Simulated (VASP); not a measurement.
Crystal: Ga.

```xyz
1
Lattice="2.7165 0.0000 0.0000 0.0000 2.7165 0.0000 0.0000 0.0000 2.7165" Properties=species:S:1:pos:R:3 pbc="T T T"
Ga    0.0000    0.0000    0.0000
```

| Quantity | Value |
| --- | --- |
| Program | VASP 6.6.1 |
| Task | relaxation of cell and atoms |
| Functional | RPBE |
| Potentials or basis | VASP PAW PBE potentials, release 64 (Ga_d) |
| Cutoff | 600 eV |
| k mesh | 10 × 10 × 10 |
| Occupations | fermi-dirac, width 0.05 eV |
| Spin | no spin polarisation |

At the start: pressure 2.0 GPa; volume 20.05 Å³/atom.

Question: How do energy, volume and symmetry change on relaxing?

Answer: Over 4 steps the energy falls by 6.7 meV/atom and the volume is 21.16 Å³/atom (+5.5 %); space group Pm-3m (No. 221, to 0.05 Å).

The path:
```
step  energy change (eV)  largest force (eV/Å)  pressure (GPa)  volume (Å³)
   1              0.0000                0.0000            2.02        20.05
   2             -0.0061                0.0000            0.73        20.79
   3             -0.0066                0.0000           -0.17        21.25
   4             -0.0067                0.0000           -0.03        21.16
```

Final structure:
```
Ga
1.0
     2.76581    0.00000    0.00000
     0.00000    2.76581    0.00000
     0.00000    0.00000    2.76581
Ga
1
Direct
  0.00000 0.00000 0.00000
```

Caveat: the PAW data sets were made with another functional, which shifts forces and pressure a little.
